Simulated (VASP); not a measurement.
# ZnGeW2Se4 (I-42m) in VASP: single point with PBE

Aim: the single point of ZnGeW2Se4 with PBE.

Everything below comes from runs of VASP 6.6.1. Logs are shortened: lines on timing, memory, paths and dates and some standing lists are left out, and cuts for length are marked.

### 1 The cell of the first run

The structure is tetragonal, space group I-42m (No. 121). The conventional cell has a = 5.614 Å, b = 5.614 Å, c = 11.052 Å, α = 90.00°, β = 90.00°, γ = 90.00°. Within 3.2 Å of W (site symmetry -4) lie 4 Se at 2.43 Å. Within 3.1 Å of Ge (site symmetry -42m) lie 4 Se at 2.37 Å. Within 3.2 Å of Zn (site symmetry -42m) lie 4 Se at 2.45 Å. Within 3.1 Å of Se (site symmetry m) lie 1 Ge at 2.37 Å and 2 W at 2.43 Å and 1 Zn at 2.45 Å.

### 2 Single point, PBE

File INCAR:

```
PREC = Accurate
ENCUT = 500
EDIFF = 1E-6
ISMEAR = -1
SIGMA = 0.1
LREAL = F
LASPH = T
NELM = 120
ALGO = Normal
ISIF = 2
LWAVE = F
LCHARG = F
GGA = PE
NBANDS = 49
NELECT = 77.0
GGA_COMPAT = F
```

File KPOINTS:

```
regular mesh
0
Gamma
  7 7 7
```

File POSCAR:

```
ZnGeW2Se4
1.0
    0.0000000000      5.6136380000      0.0000000000
    5.6136380000      0.0000000000      0.0000000000
    2.8068190000      2.8068190000     -5.5259980000
W Ge Zn Se
2 1 1 4
Direct
    0.2500000000      0.7500000000      0.5000000000
    0.7500000000      0.2500000000      0.5000000000
    0.5000000000      0.5000000000      0.0000000000
    0.0000000000      0.0000000000      0.0000000000
    0.3794000000      0.3794000000      0.7526000000
    0.6206000000      0.1320000000      0.2474000000
    0.8680000000      0.8680000000      0.7526000000
    0.1320000000      0.6206000000      0.2474000000
```

Potentials or basis: VASP PAW PBE potentials, release 64 (W_sv, Ge_d, Zn, Se).

Launch:

```bash
$ cat potpaw_PBE.64/W_sv/POTCAR potpaw_PBE.64/Ge_d/POTCAR potpaw_PBE.64/Zn/POTCAR potpaw_PBE.64/Se/POTCAR > POTCAR
$ mpirun -np 1 vasp_std > vasp.out
```

OUTCAR:

```text
PREC = Accurate
   ENCUT = 500
   EDIFF = 1E-6
   ISMEAR = -1
   LREAL = F
   LASPH = T
   NELM = 120
   ISIF = 2
   GGA = PE
   NELECT = 77.0

 ion  position               nearest neighbor table
   1  0.250  0.750  0.500-   5 2.43   6 2.43   7 2.43   8 2.43
   2  0.750  0.250  0.500-   5 2.43   6 2.43   7 2.43   8 2.43
   3  0.500  0.500  0.000-   5 2.37   6 2.37   7 2.37   8 2.37
   4  0.000  0.000  0.000-   5 2.45   6 2.45   7 2.45   8 2.45
   5  0.379  0.379  0.753-   3 2.37   2 2.43   1 2.43   4 2.45
   6  0.621  0.132  0.247-   3 2.37   2 2.43   1 2.43   4 2.45
   7  0.868  0.868  0.753-   3 2.37   2 2.43   1 2.43   4 2.45
   8  0.132  0.621  0.247-   3 2.37   2 2.43   1 2.43   4 2.45

  LATTYP: Found a body centered tetragonal cell.
 ALAT       =     5.6136380000
 C/A-ratio  =     1.9687760415

  Lattice vectors:

 A1 = (  -2.8068190000,   2.8068190000,   5.5259980000)
 A2 = (   2.8068190000,  -2.8068190000,   5.5259980000)
 A3 = (   2.8068190000,   2.8068190000,  -5.5259980000)

Analysis of symmetry for initial positions (statically):
=====================================================================
 Subroutine PRICEL returns:
 Original cell was already a primitive cell.

 Routine SETGRP: Setting up the symmetry group for a
 body centered tetragonal supercell.

 Subroutine GETGRP returns: Found  8 space group operations
 (whereof  8 operations were pure point group operations)
 out of a pool of 16 trial point group operations.

The static configuration has the point symmetry D_2d.

Analysis of symmetry for dynamics (positions and initial velocities):
=====================================================================
 Subroutine PRICEL returns:
 Original cell was already a primitive cell.

 Routine SETGRP: Setting up the symmetry group for a
 body centered tetragonal supercell.

 Subroutine GETGRP returns: Found  8 space group operations
 (whereof  8 operations were pure point group operations)
 out of a pool of 16 trial point group operations.

The dynamic configuration has the point symmetry D_2d.

 Subroutine INISYM returns: Found  8 space group operations
 (whereof  8 operations are pure point group operations),
 and found     1 'primitive' translations

----------------------------------------------------------------------------------------

                                     Primitive cell

  volume of cell :     174.1404

  direct lattice vectors                    reciprocal lattice vectors
     0.000000000  5.613638000  0.000000000     0.000000000  0.178137600  0.090481394
     5.613638000  0.000000000  0.000000000     0.178137600  0.000000000  0.090481394
     2.806819000  2.806819000 -5.525998000     0.000000000  0.000000000 -0.180962787

  length of vectors
     5.613638000  5.613638000  6.803904739     0.199799617  0.199799617  0.180962787

  position of ions in fractional coordinates (direct lattice)
     0.250000000  0.750000000  0.500000000
     0.750000000  0.250000000  0.500000000
     0.500000000  0.500000000  0.000000000
     0.000000000  0.000000000  0.000000000
     0.379400000  0.379400000  0.752600000
     0.620600000  0.132000000  0.247400000
     0.868000000  0.868000000  0.752600000
     0.132000000  0.620600000  0.247400000

  ion indices of the primitive-cell ions
   primitive index   ion index
                 1           1
                 2           2
                 3           3
                 4           4
                 5           5
                 6           6
                 7           7
                 8           8

----------------------------------------------------------------------------------------

 KPOINTS: regular mesh

Automatic generation of k-mesh.
 Grid dimensions read from file:
 generate k-points for:    7    7    7

 Generating k-lattice:

  Cartesian coordinates                     Fractional coordinates (reciprocal lattice)
     0.000000000  0.025448229  0.012925913     0.142857143  0.000000000  0.000000000
     0.025448229  0.000000000  0.012925913     0.000000000  0.142857143  0.000000000
     0.000000000  0.000000000 -0.025851827     0.000000000  0.000000000  0.142857143

  Length of vectors
     0.028542802  0.028542802  0.025851827

  Shift w.r.t. Gamma in fractional coordinates (k-lattice)
     0.000000000  0.000000000  0.000000000

 Subroutine IBZKPT returns following result:
 ===========================================

 Found     40 irreducible k-points:

 Following reciprocal coordinates:
            Coordinates               Weight
  0.000000  0.000000  0.000000      1.000000
  0.142857  0.000000 -0.000000      8.000000
  0.285714  0.000000  0.000000      8.000000
  0.428571  0.000000 -0.000000      8.000000
  0.142857  0.142857 -0.000000      8.000000
  0.285714  0.142857 -0.000000     16.000000
[... 16 lines left out ...]
  0.285714  0.285714  0.142857      8.000000
  0.428571  0.285714  0.142857     16.000000
 [... further k-points ...]
   k-points           NKPTS =     40   k-points in BZ     NKDIM =     40   number of bands    NBANDS=     49
   number of dos      NEDOS =    301   number of ions     NIONS =      8
   total plane-waves  NPLWV =  88200
   dimension x,y,z NGX =    42 NGY =   42 NGZ =   50
   dimension x,y,z NGXF=    84 NGYF=   84 NGZF=  100
   ions per type =               2   1   1   4
   NGX,Y,Z   is equivalent  to a cutoff of  12.44, 12.44, 12.22 a.u.
   NGXF,Y,Z  is equivalent  to a cutoff of  24.88, 24.88, 24.43 a.u.
 SYSTEM =  unknown system
   PREC   = accura    normal or accurate (medium, high low for compatibility)
   ISTART =      0    job   : 0-new  1-cont  2-samecut
   ICHARG =      2    charge: 1-file 2-atom 10-const
   ISPIN  =      1    spin polarized calculation?
   LNONCOLLINEAR =      F non collinear calculations
   LSORBIT =      F    spin-orbit coupling
   LASPH  =      T    aspherical Exc in radial PAW
   ENCUT  =  500.0 eV  36.75 Ry    6.06 a.u.  10.23 10.23 12.41*2*pi/ulx,y,z
   NELM   =    120;   NELMIN=  2; NELMDL= -5     # of ELM steps
   EDIFF  = 0.1E-05   stopping-criterion for ELM
   LREAL  =      F    real-space projection
   EDIFFG = 0.1E-04   stopping-criterion for IOM
   NSW    =      0    number of steps for IOM
   IBRION =     -1    ionic relax: 0-MD 1-quasi-New 2-CG
   NFREE  =      0    steps in history (QN), initial steepest desc. (CG)
   ISIF   =      2    stress and relaxation
   ISYM   =      2    0-nonsym 1-usesym 2-fastsym
   POTIM  = 0.5000    time-step for ionic-motion
   TEBEG  =    0.0;   TEEND  =   0.0 temperature during run
   PSTRESS=    0.0 pullay stress
   NELECT =      77.0000    total number of electrons
   NUPDOWN=      -1.0000    fix difference up-down
   EMIN   =  10.00;   EMAX   =-10.00  energy-range for DOS
   EFERMI =   0.00;   METHOD = LEGACY
   ISMEAR =    -1;   SIGMA  =   0.10  broadening in eV -4-tet -1-fermi 0-gaus
   EFERMI_NEDOS =   21; number of points for ismear=-14 and -15
   IALGO  =     38    algorithm
   IMIX   =      4    mixing-type and parameters
     AMIX     =   0.40;   BMIX     =  1.00
     AMIX_MAG =   1.60;   BMIX_MAG =  1.00
  volume/ion in A,a.u.               =      21.77       146.89
  Fermi-wavevector in a.u.,A,eV,Ry     =   1.247207  2.356880 21.164209  1.555525
  Thomas-Fermi vector in A             =   2.381350
   LORBIT       =      0    0 simple, 1 ext, 2 COOP (PROOUT), +10 PAW based schemes
   GGA     = PE    functional components
   LHFCALC =     F    Hartree Fock is set to
   AEXX    =    0.0000 exact exchange contribution
   IVDW    =     0    specifies the selected vdW correction
   LEPSILON=     F    determine dielectric tensor
   LRPA    =     F    only Hartree local field effects (RPA)
 non-spin polarized calculation
  energy-cutoff  :      500.00
  volume of cell :      174.14
 maximum number of plane-waves:      4440
 NGX is ok and might be reduce to    42
   NGX = 21   NGY = 21   NGZ = 25

 number of electron      77.0000000 magnetization

 Free energy of the ion-electron system (eV)
  ---------------------------------------------------
  ext. energy  EPLUGINS =         0.00000000
  ---------------------------------------------------
  free energy    TOTEN  =       -46.65367082 eV

  energy without entropy =      -46.40101722  energy(sigma->0) =      -46.52734402

 E-fermi :   5.4997     XC(G=0): -10.1260

 val. band max:        5.4891641187   @ k =   0.1429   0.0000  -0.0000
 cond. band min:       5.5026796728   @ k =  -0.2857   0.1429  -0.0000
 fundamental gap:      0.0135155541
 Fermi energy:         5.4996936489

 k-point     1 :       0.0000    0.0000    0.0000
  band No.  band energies     occupation
      1     -68.5799      2.00000
      2     -68.5792      2.00000
      3     -32.9137      2.00000
      4     -32.9137      2.00000
      5     -32.8879      2.00000
      6     -32.8879      2.00000
[... 41 lines left out ...]
     48       9.1302      0.00000
     49       9.3329      0.00000

 k-point     2 :       0.1429    0.0000   -0.0000
  band No.  band energies     occupation
      1     -68.5799      2.00000
      2     -68.5793      2.00000
      3     -32.9125      2.00000
      4     -32.9125      2.00000
      5     -32.8893      2.00000
      6     -32.8892      2.00000
[... 41 lines left out ...]
     48       9.2304      0.00000
     49       9.4412      0.00000

 k-point     3 :       0.2857    0.0000    0.0000
  band No.  band energies     occupation
      1     -68.5798      2.00000
      2     -68.5794      2.00000
      3     -32.9090      2.00000
      4     -32.9089      2.00000
      5     -32.8929      2.00000
      6     -32.8929      2.00000
[... 41 lines left out ...]
     48       9.4612      0.00000
     49       9.6229      0.00000

 k-point     4 :       0.4286    0.0000   -0.0000
  band No.  band energies     occupation
      1     -68.5797      2.00000
      2     -68.5795      2.00000
      3     -32.9039      2.00000
      4     -32.9038      2.00000
      5     -32.8982      2.00000
      6     -32.8981      2.00000
[... 977 lines left out ...]
     48       9.2335      0.00000
     49       9.4137      0.00000

 k-point    23 :       0.2857    0.2857    0.1429
  band No.  band energies     occupation
      1     -68.5797      2.00000
      2     -68.5794      2.00000
      3     -32.9147      2.00000
      4     -32.9048      2.00000
      5     -32.8972      2.00000
      6     -32.8871      2.00000
[... 41 lines left out ...]
     48       9.2738      0.00000
     49       9.8715      0.00000

 k-point    24 :       0.4286    0.2857    0.1429
  band No.  band energies     occupation
      1     -68.5796      2.00000
      2     -68.5795      2.00000
      3     -32.9137      2.00000
      4     -32.9102      2.00000
      5     -32.8918      2.00000
      6     -32.8881      2.00000
[... 41 lines left out ...]
     48       9.2506      0.00000
     49       9.9773      0.00000

 [... further k-points ...]

------------------------ aborting loop because EDIFF is reached ----------------------------------------

  FORCE on cell =-STRESS in cart. coord.  units (eV):
  Direction    XX          YY          ZZ          XY          YZ          ZX
  --------------------------------------------------------------------------------------
  -------------------------------------------------------------------------------------
  Total       -1.7732317     -1.7732317      2.5750986      0.0000000      0.0000000      0.0000000
  in kB      -16.3146041    -16.3146041     23.6921745      0.0000000      0.0000000      0.0000000
  external PRESSURE =      -2.9790112 kB  Pullay stress =       0.0000000 kB

 VOLUME and BASIS-vectors are now :
 -----------------------------------------------------------------------------
  energy-cutoff  :      500.00
  volume of cell :      174.14
      direct lattice vectors                 reciprocal lattice vectors
     0.000000000  5.613638000  0.000000000     0.000000000  0.178137600  0.090481394
     5.613638000  0.000000000  0.000000000     0.178137600  0.000000000  0.090481394
     2.806819000  2.806819000 -5.525998000     0.000000000  0.000000000 -0.180962787

 POSITION                                       TOTAL-FORCE (eV/Angst)
 -----------------------------------------------------------------------------------
      5.61364      2.80682     -2.76300        -0.000000      0.000000      0.000000
      2.80682      5.61364     -2.76300        -0.000000      0.000000      0.000000
      2.80682      2.80682      0.00000        -0.000000      0.000000      0.000000
      0.00000      0.00000      0.00000        -0.000000      0.000000      0.000000
      4.24223      4.24223     -4.15887        -0.679061     -0.679061      0.573920
      1.43541      4.17823     -1.36713        -0.679061      0.679061     -0.573920
      6.98505      6.98505     -4.15887         0.679061      0.679061      0.573920
      4.17823      1.43541     -1.36713         0.679061     -0.679061     -0.573920
 -----------------------------------------------------------------------------------
    total drift:                                0.000006      0.000006      0.000001

  FREE ENERGIE OF THE ION-ELECTRON SYSTEM (eV)
  ---------------------------------------------------
  free  energy   TOTEN  =       -46.6536708217 eV

  energy  without entropy=      -46.4010172195  energy(sigma->0) =      -46.52734402
```

Run time: 9.8 min. Hardware: 1 thread of Intel Xeon 8259CL, shared host; peak memory 0.5 GiB.

Results:

```yaml
Free_energy: -46.6537 eV
Largest_force: 1.119 eV/Å
```

Forces on the atoms (eV/Å):
```
W    0.000  0.000  0.000
W    0.000  0.000  0.000
Ge   0.000  0.000  0.000
Zn   0.000  0.000  0.000
Se  -0.679 -0.679  0.574
Se  -0.679  0.679 -0.574
Se   0.679  0.679  0.574
Se   0.679 -0.679 -0.574
```

Caveat: the cell carries a net charge on a neutralising background, which shifts energy and pressure; the cell is charged against a uniform background, so pressure and absolute levels hang on convention; spin-orbit coupling is left out, which moves the levels of the heavy elements; forces of over 1 eV/Å act on the atoms, so gaps and moduli don't describe the material at rest.
